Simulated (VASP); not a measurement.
# Ta (P6_3/mmc) in VASP: settings compared, part 2 of 3

VASP 6.6.1. Earlier steps stand in the parts before.

## (3) Single point, PBE (volume scaled by 0.94)

INCAR reads:

```
SYSTEM = Ta
  PREC = Accurate
  ENCUT = 520
  EDIFF = 1E-6
  ISMEAR = -1
  SIGMA = 0.05
  LREAL = .FALSE.
  LASPH = .TRUE.
  NELM = 100
  ALGO = Normal
  ISIF = 2
  LWAVE = .FALSE.
  LCHARG = .TRUE.
  GGA = PE
  LELF = .TRUE.
  LVHAR = .TRUE.
  NBANDS = 18
```

KPOINTS reads:

```
Automatic mesh
0
G
  11 11 5
  0 0 0
```

POSCAR reads:

```
Ta
1.0
    2.8411641924      0.0000000000      0.0000000000
   -1.4205820962      2.4605203670      0.0000000000
    0.0000000000      0.0000000000      5.0608102442
Ta
2
Direct
    0.3333333333      0.6666666667      0.2500000000
    0.6666666667      0.3333333333      0.7500000000
```

Potentials or basis: VASP PAW PBE potentials, release 64 (Ta_pv).

On the command line:

```
$ cat potpaw_PBE.64/Ta_pv/POTCAR > POTCAR
$ mpirun -np 1 vasp_std > vasp.out
```

OUTCAR:

```text
SYSTEM = Ta
   PREC = Accurate
   ENCUT = 520
   EDIFF = 1E-6
   ISMEAR = -1
   LREAL = .FALSE.
   LASPH = .TRUE.
   NELM = 100
   ISIF = 2
   GGA = PE

 ion  position               nearest neighbor table
   1  0.333  0.667  0.250-   2 3.02   2 3.02   2 3.02   2 3.02   2 3.02   2 3.02
   2  0.667  0.333  0.750-   1 3.02   1 3.02   1 3.02   1 3.02   1 3.02   1 3.02

  LATTYP: Found a hexagonal cell.
 ALAT       =     2.8411641924
 C/A-ratio  =     1.7812452577

  Lattice vectors:

 A1 = (   2.8411641924,   0.0000000000,   0.0000000000)
 A2 = (  -1.4205820962,   2.4605203670,   0.0000000000)
 A3 = (   0.0000000000,   0.0000000000,   5.0608102442)

Analysis of symmetry for initial positions (statically):
=====================================================================
 Subroutine PRICEL returns:
 Original cell was already a primitive cell.

 Routine SETGRP: Setting up the symmetry group for a
 hexagonal supercell.

 Subroutine GETGRP returns: Found 24 space group operations
 (whereof 12 operations were pure point group operations)
 out of a pool of 24 trial point group operations.

The static configuration has the point symmetry D_3d.
 The point group associated with its full space group is D_6h.

Analysis of symmetry for dynamics (positions and initial velocities):
=====================================================================
 Subroutine PRICEL returns:
 Original cell was already a primitive cell.

 Routine SETGRP: Setting up the symmetry group for a
 hexagonal supercell.

 Subroutine GETGRP returns: Found 24 space group operations
 (whereof 12 operations were pure point group operations)
 out of a pool of 24 trial point group operations.

The dynamic configuration has the point symmetry D_3d.
 The point group associated with its full space group is D_6h.

 Subroutine INISYM returns: Found 24 space group operations
 (whereof 12 operations are pure point group operations),
 and found     1 'primitive' translations

----------------------------------------------------------------------------------------

                                     Primitive cell

  volume of cell :      35.3788

  direct lattice vectors                    reciprocal lattice vectors
     2.841164192  0.000000000  0.000000000     0.351968395  0.203209047  0.000000000
    -1.420582096  2.460520367  0.000000000     0.000000000  0.406418095  0.000000000
     0.000000000  0.000000000  5.060810244     0.000000000  0.000000000  0.197596818

  length of vectors
     2.841164192  2.841164192  5.060810244     0.406418095  0.406418095  0.197596818

  position of ions in fractional coordinates (direct lattice)
     0.333333333  0.666666667  0.250000000
     0.666666667  0.333333333  0.750000000

  ion indices of the primitive-cell ions
   primitive index   ion index
                 1           1
                 2           2

----------------------------------------------------------------------------------------

 KPOINTS: Automatic mesh

Automatic generation of k-mesh.
 Grid dimensions read from file:
 generate k-points for:   11   11    5

 Generating k-lattice:

  Cartesian coordinates                     Fractional coordinates (reciprocal lattice)
     0.031997127  0.018473550  0.000000000     0.090909091  0.000000000  0.000000000
     0.000000000  0.036947100  0.000000000     0.000000000  0.090909091  0.000000000
     0.000000000  0.000000000  0.039519364     0.000000000  0.000000000  0.200000000

  Length of vectors
     0.036947100  0.036947100  0.039519364

  Shift w.r.t. Gamma in fractional coordinates (k-lattice)
     0.000000000  0.000000000  0.000000000

 Subroutine IBZKPT returns following result:
 ===========================================

 Found     48 irreducible k-points:

 Following reciprocal coordinates:
            Coordinates               Weight
  0.000000  0.000000  0.000000      1.000000
  0.090909  0.000000  0.000000      6.000000
  0.181818 -0.000000  0.000000      6.000000
  0.272727 -0.000000  0.000000      6.000000
  0.363636 -0.000000  0.000000      6.000000
  0.454545  0.000000  0.000000      6.000000
[... 16 lines left out ...]
  0.090909  0.090909  0.200000     12.000000
  0.181818  0.090909  0.200000     24.000000
 [... further k-points ...]
   k-points           NKPTS =     48   k-points in BZ     NKDIM =     48   number of bands    NBANDS=     18
   number of dos      NEDOS =    301   number of ions     NIONS =      2
   total plane-waves  NPLWV =  23040
   dimension x,y,z NGX =    24 NGY =   24 NGZ =   40
   dimension x,y,z NGXF=    48 NGYF=   48 NGZF=   80
   ions per type =               2
   NGX,Y,Z   is equivalent  to a cutoff of  14.04, 14.04, 13.14 a.u.
   NGXF,Y,Z  is equivalent  to a cutoff of  28.09, 28.09, 26.28 a.u.
 SYSTEM =  Ta
   PREC   = accura    normal or accurate (medium, high low for compatibility)
   ISTART =      0    job   : 0-new  1-cont  2-samecut
   ICHARG =      2    charge: 1-file 2-atom 10-const
   ISPIN  =      1    spin polarized calculation?
   LNONCOLLINEAR =      F non collinear calculations
   LSORBIT =      F    spin-orbit coupling
   LASPH  =      T    aspherical Exc in radial PAW
   ENCUT  =  520.0 eV  38.22 Ry    6.18 a.u.   5.28  5.28  9.41*2*pi/ulx,y,z
   NELM   =    100;   NELMIN=  2; NELMDL= -5     # of ELM steps
   EDIFF  = 0.1E-05   stopping-criterion for ELM
   LREAL  =      F    real-space projection
   EDIFFG = 0.1E-04   stopping-criterion for IOM
   NSW    =      0    number of steps for IOM
   IBRION =     -1    ionic relax: 0-MD 1-quasi-New 2-CG
   NFREE  =      0    steps in history (QN), initial steepest desc. (CG)
   ISIF   =      2    stress and relaxation
   ISYM   =      2    0-nonsym 1-usesym 2-fastsym
   POTIM  = 0.5000    time-step for ionic-motion
   TEBEG  =    0.0;   TEEND  =   0.0 temperature during run
   PSTRESS=    0.0 pullay stress
   NELECT =      22.0000    total number of electrons
   NUPDOWN=      -1.0000    fix difference up-down
   EMIN   =  10.00;   EMAX   =-10.00  energy-range for DOS
   EFERMI =   0.00;   METHOD = LEGACY
   ISMEAR =    -1;   SIGMA  =   0.05  broadening in eV -4-tet -1-fermi 0-gaus
   EFERMI_NEDOS =   21; number of points for ismear=-14 and -15
   IALGO  =     38    algorithm
   IMIX   =      4    mixing-type and parameters
     AMIX     =   0.40;   BMIX     =  1.00
     AMIX_MAG =   1.60;   BMIX_MAG =  1.00
  volume/ion in A,a.u.               =      17.69       119.37
  Fermi-wavevector in a.u.,A,eV,Ry     =   1.397337  2.640585 26.566079  1.952552
  Thomas-Fermi vector in A             =   2.520603
   LORBIT       =      0    0 simple, 1 ext, 2 COOP (PROOUT), +10 PAW based schemes
   GGA     = PE    functional components
   LHFCALC =     F    Hartree Fock is set to
   AEXX    =    0.0000 exact exchange contribution
   IVDW    =     0    specifies the selected vdW correction
   LEPSILON=     F    determine dielectric tensor
   LRPA    =     F    only Hartree local field effects (RPA)
 non-spin polarized calculation
  energy-cutoff  :      520.00
  volume of cell :       35.38
 maximum number of plane-waves:       968
 NGX is ok and might be reduce to    24
   NGX = 11   NGY = 11   NGZ = 19

 number of electron      21.9999997 magnetization

 Free energy of the ion-electron system (eV)
  ---------------------------------------------------
  ext. energy  EPLUGINS =         0.00000000
  ---------------------------------------------------
  free energy    TOTEN  =       -23.01329218 eV

  energy without entropy =      -22.99712621  energy(sigma->0) =      -23.00520919

 E-fermi :   6.1023     XC(G=0): -12.6973

 val. band max:        6.0927181033   @ k =   0.1818   0.1818   0.0000
 cond. band min:       6.1243534934   @ k =   0.0000   0.0000   0.0000
 fundamental gap:      0.0316353901
 Fermi energy:         6.1023250894

 k-point     1 :       0.0000    0.0000    0.0000
  band No.  band energies     occupation
      1     -28.4660      2.00000
      2     -27.4630      2.00000
      3     -27.3382      2.00000
      4     -27.3382      2.00000
      5     -27.2386      2.00000
      6     -27.2386      2.00000
[... 10 lines left out ...]
     17      11.5793      0.00000
     18      11.5793      0.00000
[... 463 lines left out ...]
 k-point    24 :       0.1818    0.0909    0.2000
  band No.  band energies     occupation
      1     -28.2228      2.00000
      2     -27.8974      2.00000
      3     -27.8500      2.00000
      4     -27.5517      2.00000
      5     -27.4812      2.00000
      6     -27.3973      2.00000
[... 10 lines left out ...]
     17      11.4919      0.00000
     18      13.3215      0.00000

 [... further k-points ...]

------------------------ aborting loop because EDIFF is reached ----------------------------------------

  FORCE on cell =-STRESS in cart. coord.  units (eV):
  Direction    XX          YY          ZZ          XY          YZ          ZX
  --------------------------------------------------------------------------------------
  -------------------------------------------------------------------------------------
  Total        2.7210695      2.7210695      2.6355574      0.0000000      0.0000000      0.0000000
  in kB      123.2272793    123.2272793    119.3547524      0.0000000      0.0000000      0.0000000
  external PRESSURE =     121.9364370 kB  Pullay stress =       0.0000000 kB

 VOLUME and BASIS-vectors are now :
 -----------------------------------------------------------------------------
  energy-cutoff  :      520.00
  volume of cell :       35.38
      direct lattice vectors                 reciprocal lattice vectors
     2.841164192  0.000000000  0.000000000     0.351968395  0.203209047  0.000000000
    -1.420582096  2.460520367  0.000000000     0.000000000  0.406418095  0.000000000
     0.000000000  0.000000000  5.060810244     0.000000000  0.000000000  0.197596818

 POSITION                                       TOTAL-FORCE (eV/Angst)
 -----------------------------------------------------------------------------------
     -0.00000      1.64035      1.26520        -0.000000      0.000000      0.000000
      1.42058      0.82017      3.79561         0.000000     -0.000000      0.000000
 -----------------------------------------------------------------------------------
    total drift:                               -0.000000      0.000000     -0.000000

  FREE ENERGIE OF THE ION-ELECTRON SYSTEM (eV)
  ---------------------------------------------------
  free  energy   TOTEN  =       -23.0132921759 eV

  energy  without entropy=      -22.9971262062  energy(sigma->0) =      -23.00520919
```

Wall time 18 s (1 thread of Intel Xeon Platinum 8488C (Sapphire Rapids), shared host); peak memory 0.17 GiB.

Results:

```
Free energy            : -23.0133 eV
Pressure               : 12.2 GPa
Band gap on the k mesh : zero (band 11 reaches 7.15 eV, above the bottom of band 12 at 5.49 eV)
```

Stress tensor (GPa, compression positive):
```
12.32  0.00  0.00
 0.00 12.32  0.00
 0.00  0.00 11.94
```

Caveat: spin-orbit coupling is left out, which moves the levels of the heavy elements.

## (4) Single point, PBE (volume scaled by 0.96)

INCAR reads:

```
SYSTEM = Ta
ALGO     = Normal         ! electronic algorithm
EDIFF    = 1E-7           ! SCF threshold, eV
ENCUT    = 520            ! plane-wave cutoff, eV
GGA      = PE             ! functional
ISIF     = 2              ! what is computed and relaxed
ISMEAR   = -1             ! smearing method
LASPH    = .TRUE.         ! aspherical terms in the spheres
LCHARG   = .TRUE.         ! write CHGCAR
LELF     = .TRUE.         ! ELF
LREAL    = .FALSE.        ! projectors in reciprocal space
LVHAR    = .TRUE.       
LWAVE    = .FALSE.        ! write WAVECAR
NBANDS   = 18             ! bands
NELM     = 100            ! most SCF steps
PREC     = Accurate       ! precision mode
SIGMA    = 0.05           ! smearing width, eV
```

KPOINTS reads:

```
k-points
0
G
  11 11 5
  0 0 0
```

POSCAR reads:

```
Ta
1.0
    2.8611730502      0.0000000000      0.0000000000
   -1.4305865251      2.4778485461      0.0000000000
    0.0000000000      0.0000000000      5.0964509272
Ta
2
Direct
    0.3333333333      0.6666666667      0.2500000000
    0.6666666667      0.3333333333      0.7500000000
```

On the command line:

```
$ cat potpaw_PBE.64/Ta_pv/POTCAR > POTCAR
$ mpirun -np 1 vasp_std > vasp.out
```

It took 17 s on 1 thread of Intel Xeon Platinum 8488C (Sapphire Rapids), shared host; peak memory 0.17 GiB.

Results (log left out):

- Free energy: -23.0593 eV
- Pressure: 7.4 GPa
- Band gap on the k mesh: zero (band 11 reaches 6.91 eV, above the bottom of band 12 at 5.33 eV)

Stress tensor (GPa, compression positive):
```
7.32 0.00 0.00
0.00 7.32 0.00
0.00 0.00 7.49
```

Levels at points of the mesh, in eV from the Fermi level:
| k point | band 9 | band 10 | band 11 | band 12 | band 13 | band 14 |
| --- | --- | --- | --- | --- | --- | --- |
| (0.00, 0.00, 0.00) | -0.64 | -0.04 | 0.57 | 0.57 | 1.17 | 1.17 |

Caveat: spin-orbit coupling is left out, which moves the levels of the heavy elements.

(Continued in part 3 of 3.)
